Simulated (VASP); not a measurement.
Runs of VASP 6.6.1 on Cu. The structure is that of space group P6_3/mmc (No. 194), or close to it. The cells are those of the table. 

```tsv
cell	k mesh	gap on the mesh (eV)	pressure (GPa)
a = 2.599, b = 2.599, c = 8.484 Å, angles 90.0, 90.0, 120.0°, 4 atoms	14 × 14 × 4	none	(b)
a = 2.490, b = 2.490, c = 8.130 Å, angles 90.0, 90.0, 120.0°, 4 atoms	16 × 16 × 5	none	22.4
a = 2.563, b = 2.563, c = 8.369 Å, angles 90.0, 90.0, 120.0°, 4 atoms	16 × 16 × 5	none	(a)
a = 2.666, b = 2.666, c = 8.705 Å, angles 90.0, 90.0, 120.0°, 4 atoms	16 × 16 × 5	none	-7.2
a = 2.699, b = 2.699, c = 8.811 Å, angles 90.0, 90.0, 120.0°, 4 atoms	16 × 16 × 5	none	-10.0
a = 2.633, b = 2.633, c = 8.596 Å, angles 90.0, 90.0, 120.0°, 4 atoms	16 × 16 × 5	none	(c)
a = 2.599, b = 2.599, c = 8.484 Å, angles 90.0, 90.0, 120.0°, 4 atoms	16 × 16 × 5	none	0.7
a = 2.527, b = 2.527, c = 8.252 Å, angles 90.0, 90.0, 120.0°, 4 atoms	16 × 16 × 5	none	13.4
```

Alike in all rows: task single point; level RPBE; potentials or basis VASP PAW PBE potentials, release 64 (Cu); no spin polarisation; cutoff (eV) 520; smearing fermi-dirac 0.1 eV.

Problem. Fill in the values left out.

Solution. (a) 6.2; (b) 0.5; (c) -3.9.

Caveats: the PAW data sets were made with another functional, which shifts forces and pressure a little.

A gap of «none» marks levels without a gap at the run's occupations.
